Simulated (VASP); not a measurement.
Wanted: the native input for a VASP 6.6.1 run.

- Task: single point
- Functional: LDA
- Potentials or basis: VASP PAW LDA potentials, release 64 (Si, O)
- Cutoff: 520 eV
- k mesh: 6 × 6 × 8
- Occupations: gaussian, width 0.05 eV
- Spin: no spin polarisation
- Dipole correction: no
- Further INCAR settings: ALGO = Normal; EDIFF = 1e-07; NBANDS = 25

The structure of SiO2 lies in POSCAR:

```
SiO2
1.0
    4.0305000000      0.0000000000      0.0000000000
    0.0000000000      4.0305000000      0.0000000000
    0.0000000000      0.0000000000      2.3420000000
Si O
2 4
Direct
    0.5000000000      0.5000000000      0.5000000000
    0.0000000000      0.0000000000      0.0000000000
    0.6944252994      0.6944252994      0.0000000000
    0.1944252994      0.8055747006      0.5000000000
    0.3055747006      0.3055747006      0.0000000000
    0.8055747006      0.1944252994      0.5000000000
```

The input as run:

INCAR

```
  PREC = Accurate
  ENCUT = 520
  EDIFF = 1E-7
  ISMEAR = 0
  SIGMA = 0.05
  LREAL = False
  LASPH = True
  NELM = 60
  ALGO = Normal
  ISIF = 2
  LWAVE = False
  LCHARG = False
  NBANDS = 25
```

KPOINTS

```
Automatic mesh
0
Gamma
  6 6 8
```

Potentials or basis: VASP PAW LDA potentials, release 64 (Si, O).

The run is started by

```console
$ cat potpaw_LDA.64/Si/POTCAR potpaw_LDA.64/O/POTCAR > POTCAR
$ mpirun -np 1 vasp_std > vasp.out
```

Results of the run:

```yaml
Pressure: 105.5 GPa
Largest_force: 1.965 eV/Å
Band_gap_on_the_k_mesh: 8.88 eV, direct
```

Caveat: forces of over 1 eV/Å act on the atoms, so gaps and moduli don't describe the material at rest.

It took 17 s on 1 thread of Intel(R) Xeon(R) 6975P-C (Granite Rapids) (shared host), peak memory 0.14 GiB.
